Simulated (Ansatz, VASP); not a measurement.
**CsRe2 in VASP and in Ansatz**

```
Cs Re
1.0
     0.00000    3.31123    3.31123
     3.31123    0.00000    3.31123
     3.31123    3.31123    0.00000
Cs Re
1 2
Direct
  0.00000 0.00000 0.00000
  0.25000 0.25000 0.25000
  0.75000 0.75000 0.75000
```

Alike in both runs: task single point; functional PBE; k mesh 6 × 6 × 6; occupations gaussian, width 0.1 eV; no spin polarisation.

|  | VASP | Ansatz |
| --- | --- | --- |
| version | VASP 6.6.1 | Ansatz 0.2.0 |
| potentials or method | VASP PAW PBE potentials, release 64 (Cs_sv, Re_sv_GW), cutoff 560 eV | scalar-relativistic, plane waves, PAW |
| valence electrons in the cell | 39 | 39 |

```tsv
	VASP	Ansatz	Ansatz less VASP
gap on the k mesh at the Fermi level (eV)	none	none	-
pressure (GPa)	-10.8	-12.5	-1.68
```

A gap of «none» marks a metal or a gap that the smearing closes. With one functional, cell and mesh, what is left measures potentials, basis and numerics.

Neither program's run includes spin-orbit coupling.
